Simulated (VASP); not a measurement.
# TaW4 (R-3m) in VASP: single point with PBE

Aim: the single point of TaW4 with PBE.

Program: VASP 6.6.1. These are calculated values, not measurements. Logs are shortened: lines on timing, memory, paths and dates and some standing lists are left out, and cuts for length are marked.

### Step 1. The cell of the first run

Symmetry: R-3m, No. 166, trigonal system. The conventional cell has a = 4.533 Å, b = 4.533 Å, c = 13.880 Å, α = 90.00°, β = 90.00°, γ = 120.00°. Within 3.7 Å of Ta (site symmetry -3m) lie 14 W at 2.78 to 3.19 Å. Within 3.6 Å of W (site symmetry 3m) lie 11 W at 2.74 to 3.22 Å and 3 Ta at 2.78 Å. W (site symmetry 3m) has 10 W at 2.76 to 3.21 Å and 4 Ta at 2.80 to 3.19 Å within 3.6 Å.

### Step 2. Single point, PBE

The input, INCAR:

```
ALGO = Fast
EDIFF = 1E-7
ENCUT = 520
GGA = PE
ISIF = 2
ISMEAR = 0
LASPH = True
LCHARG = False
LREAL = False
LWAVE = False
NBANDS = 78
NELM = 100
PREC = Accurate
SIGMA = 0.2
```

The input, KPOINTS:

```
k-points
0
Gamma
  6 6 4
```

The input, POSCAR:

```
TaW4
1.0
   -2.2664608907     -3.9256254161      0.0000000000
    2.2664608907      1.3085418054      4.6267437000
   -6.7993826721      3.9256254161      0.0000000000
Ta W
2 8
Direct
    0.7500000000      0.5000000000      0.2500000000
    0.2500000000      0.5000000000      0.7500000000
    0.3516815000      0.7033630000      0.4505605000
    0.8516815000      0.7033630000      0.9505605000
    0.1483185000      0.2966370000      0.0494395000
    0.6483185000      0.2966370000      0.5494395000
    0.4474155000      0.8948310000      0.1491385000
    0.9474155000      0.8948310000      0.6491385000
    0.0525845000      0.1051690000      0.3508615000
    0.5525845000      0.1051690000      0.8508615000
```

Potentials or basis: VASP PAW PBE potentials, release 64 (Ta_pv, W_sv).

Started as:

```console
> cat potpaw_PBE.64/Ta_pv/POTCAR potpaw_PBE.64/W_sv/POTCAR > POTCAR
> mpirun -np 1 vasp_std > vasp.out
```

OUTCAR:

```text
EDIFF = 1E-7
   ENCUT = 520
   GGA = PE
   ISIF = 2
   ISMEAR = 0
   LASPH = True
   LREAL = False
   NELM = 100
   PREC = Accurate

 ion  position               nearest neighbor table
   1  0.750  0.500  0.250-   3 2.78   5 2.78   6 2.78   4 2.78   3 2.78   5 2.78   7 2.80   9 2.80
                             8 3.19  10 3.19   9 3.19   7 3.19   7 3.19   9 3.19
   2  0.250  0.500  0.750-   4 2.78   6 2.78   5 2.78   3 2.78   6 2.78   4 2.78   8 2.80  10 2.80
                             7 3.19   9 3.19   8 3.19  10 3.19   8 3.19  10 3.19
   3  0.352  0.703  0.451-   6 2.74   8 2.76   7 2.76   8 2.76   9 2.77   1 2.78   2 2.78   1 2.78
                             9 3.21   9 3.21  10 3.21   6 3.22   6 3.22   5 3.22
   4  0.852  0.703  0.951-   5 2.74   7 2.76   8 2.76   7 2.76  10 2.77   2 2.78   1 2.78   2 2.78
                            10 3.21  10 3.21   9 3.21   5 3.22   6 3.22   5 3.22
   5  0.148  0.297  0.049-   4 2.74  10 2.76   9 2.76  10 2.76   7 2.77   1 2.78   2 2.78   1 2.78
                             7 3.21   7 3.21   8 3.21   4 3.22   4 3.22   3 3.22
   6  0.648  0.297  0.549-   3 2.74   9 2.76  10 2.76   9 2.76   8 2.77   2 2.78   1 2.78   2 2.78
                             8 3.21   8 3.21   7 3.21   3 3.22   4 3.22   3 3.22
   7  0.447  0.895  0.149-   4 2.76   3 2.76   4 2.76   5 2.77  10 2.79   9 2.79   9 2.79   1 2.80
                             2 3.19   1 3.19   1 3.19   5 3.21   5 3.21   6 3.21
   8  0.947  0.895  0.649-   3 2.76   4 2.76   3 2.76   6 2.77   9 2.79  10 2.79  10 2.79   2 2.80
                             1 3.19   2 3.19   2 3.19   6 3.21   6 3.21   5 3.21
   9  0.053  0.105  0.351-   6 2.76   5 2.76   6 2.76   3 2.77   8 2.79   7 2.79   7 2.79   1 2.80
                             2 3.19   1 3.19   1 3.19   3 3.21   3 3.21   4 3.21
  10  0.553  0.105  0.851-   5 2.76   6 2.76   5 2.76   4 2.77   7 2.79   8 2.79   8 2.79   2 2.80
                             1 3.19   2 3.19   2 3.19   4 3.21   4 3.21   3 3.21

  LATTYP: Found a base centered monoclinic cell.
 ALAT       =     9.6164523441
 B/A-ratio  =     0.4713715224
 C/A-ratio  =     0.8164394260
 COS(beta)  =    -0.2721464753

  Lattice vectors:

 A1 = (   0.0000000000,  -2.6170836107,   4.6267437000)
 A2 = (   2.2664608907,   1.3085418054,   4.6267437000)
 A3 = (  -6.7993826721,   3.9256254161,   0.0000000000)

Analysis of symmetry for initial positions (statically):
=====================================================================
 Subroutine PRICEL returns following result:

  LATTYP: Found a trigonal (rhomboedric) cell.
 ALAT       =     5.3156263875
 COS(alpha) =     0.6364052890

  Lattice vectors:

 A1 = (   2.2664608907,   1.3085418054,   4.6267437000)
 A2 = (  -2.2664608907,   1.3085418054,   4.6267437000)
 A3 = (   0.0000000000,  -2.6170836107,   4.6267437000)

[... 156 lines left out ...]
   EFERMI_NEDOS =   21; number of points for ismear=-14 and -15
   IALGO  =     68    algorithm
   IMIX   =      4    mixing-type and parameters
     AMIX     =   0.40;   BMIX     =  1.00
     AMIX_MAG =   1.60;   BMIX_MAG =  1.00
  volume/ion in A,a.u.               =      16.47       111.12
  Fermi-wavevector in a.u.,A,eV,Ry     =   1.528430  2.888314 31.784552  2.336099
  Thomas-Fermi vector in A             =   2.636190
   LORBIT       =      0    0 simple, 1 ext, 2 COOP (PROOUT), +10 PAW based schemes
   GGA     = PE    functional components
   LHFCALC =     F    Hartree Fock is set to
   AEXX    =    0.0000 exact exchange contribution
   IVDW    =     0    specifies the selected vdW correction
   LEPSILON=     F    determine dielectric tensor
   LRPA    =     F    only Hartree local field effects (RPA)
 non-spin polarized calculation
 RMM-DIIS sequential band-by-band and
 Gauss-broadening in eV      SIGMA  =   0.20
  energy-cutoff  :      520.00
  volume of cell :      164.66
 maximum number of plane-waves:      4464
 NGX is ok and might be reduce to    36
   NGX = 17   NGY = 19   NGZ = 29

 number of electron     133.9999988 magnetization

 Free energy of the ion-electron system (eV)
  ---------------------------------------------------
  ext. energy  EPLUGINS =         0.00000000
  ---------------------------------------------------
  free energy    TOTEN  =      -128.05008223 eV

  energy without entropy =     -127.96027813  energy(sigma->0) =     -128.00518018

 E-fermi :   9.8378     XC(G=0): -13.3568

 val. band max:        9.8281424018   @ k =   0.5000  -0.0000   0.2500
 cond. band min:       9.8385618468   @ k =   0.0000   0.1667   0.2500
 fundamental gap:      0.0104194450
 Fermi energy:         9.8378284282

 k-point     1 :       0.0000    0.0000    0.0000
  band No.  band energies     occupation
      1     -64.0678      2.00000
      2     -64.0235      2.00000
      3     -64.0084      2.00000
      4     -63.9815      2.00000
      5     -63.9029      2.00000
      6     -63.8924      2.00000
[... 1933 lines left out ...]
     77      12.0385      0.00000
     78      12.4137      0.00000

 [... further k-points ...]

------------------------ aborting loop because EDIFF is reached ----------------------------------------

  FORCE on cell =-STRESS in cart. coord.  units (eV):
  Direction    XX          YY          ZZ          XY          YZ          ZX
  --------------------------------------------------------------------------------------
  -------------------------------------------------------------------------------------
  Total        0.3029965      0.5239536      0.5180429      0.1913544     -0.0688724      0.1192903
  in kB        2.9481914      5.0981296      5.0406178      1.8619011     -0.6701362      1.1607090
  external PRESSURE =       4.3623129 kB  Pullay stress =       0.0000000 kB

 VOLUME and BASIS-vectors are now :
 -----------------------------------------------------------------------------
  energy-cutoff  :      520.00
  volume of cell :      164.66
      direct lattice vectors                 reciprocal lattice vectors
    -2.266460891 -3.925625416  0.000000000    -0.110304131 -0.191052360  0.108067365
     2.266460891  1.308541805  4.626743700     0.000000000  0.000000000  0.216134730
    -6.799382672  3.925625416  0.000000000    -0.110304131  0.063684120  0.036022455

 POSITION                                       TOTAL-FORCE (eV/Angst)
 -----------------------------------------------------------------------------------
     -2.26646     -1.30854      2.31337        -0.000000     -0.000000     -0.000000
     -4.53292      2.61708      2.31337         0.000000     -0.000000     -0.000000
     -2.26646      1.30854      3.25428         0.015834     -0.009142     -0.005586
     -6.79938      1.30854      3.25428         0.015834     -0.009142     -0.005586
     -0.00000      0.00000      1.37246        -0.015834      0.009142      0.005586
     -4.53292      0.00000      1.37246        -0.015834      0.009142      0.005586
      0.00000      0.00000      4.14015        -0.008997      0.005194      0.006875
     -4.53292      0.00000      4.14015        -0.008997      0.005194      0.006875
     -2.26646      1.30854      0.48659         0.008997     -0.005194     -0.006875
     -6.79938      1.30854      0.48659         0.008997     -0.005194     -0.006875
 -----------------------------------------------------------------------------------
    total drift:                                0.000000     -0.000000     -0.000000

  FREE ENERGIE OF THE ION-ELECTRON SYSTEM (eV)
  ---------------------------------------------------
  free  energy   TOTEN  =      -128.0500822250 eV

  energy  without entropy=     -127.9602781250  energy(sigma->0) =     -128.00518018
```

stdout:

```text
POSCAR found type information on POSCAR TaW
 POSCAR found :  2 types and      10 ions
 scaLAPACK will be used
 LDA part: xc-table for (Slater+PW92), standard interpolation
 POSCAR, INCAR and KPOINTS ok, starting setup
 FFT: planning ... GRIDC
 FFT: planning ... GRID_SOFT
 FFT: planning ... GRID
 WAVECAR not read
 entering main loop
WARNING in EDDRMM: call to ZHEGV failed, returncode =   8  4     74
```

Run time: 26 min. Hardware: 1 thread of Intel Xeon 8259CL, shared host; peak memory 0.57 GiB.

Results:

```
Free energy            : -128.0501 eV
Pressure               : 0.4 GPa
Largest force          : 0.019 eV/Å
Band gap on the k mesh : zero (bands 67 and 68 overlap by 1.96 eV)
```

Forces in eV/Å, atoms in the order of the input:
```
Ta   0.000  0.000  0.000
Ta   0.000  0.000  0.000
W    0.016 -0.009 -0.006
W    0.016 -0.009 -0.006
W   -0.016  0.009  0.006
W   -0.016  0.009  0.006
W   -0.009  0.005  0.007
W   -0.009  0.005  0.007
W    0.009 -0.005 -0.007
W    0.009 -0.005 -0.007
```

Levels at points of the mesh, in eV from the Fermi level:
```csv
k point,band 63,band 64,band 65,band 66,band 67,band 68,band 69,band 70,band 71,band 72
"(0.00, 0.00, 0.00)",-1.50,-1.46,-0.97,-0.66,-0.66,-0.51,0.49,0.65,0.97,2.03
"(0.50, 0.00, 0.00)",-1.23,-1.23,-0.98,-0.98,-0.75,-0.75,1.12,1.12,1.40,1.40
"(0.00, 0.50, 0.00)",-1.66,-1.66,-0.77,-0.27,0.86,1.06,1.20,2.24,2.26,2.26
"(0.00, 0.00, 0.50)",-0.85,-0.85,-0.53,-0.53,-0.15,-0.15,0.19,0.19,0.62,0.62
"(0.50, 0.00, 0.50)",-1.46,-0.97,-0.76,-0.26,0.49,0.64,0.86,0.97,1.06,1.20
"(0.00, 0.50, 0.50)",-1.29,-1.29,-0.41,-0.41,1.21,1.21,1.92,1.92,2.04,2.04
```

Caveat: spin-orbit coupling is left out, which moves the levels of the heavy elements.
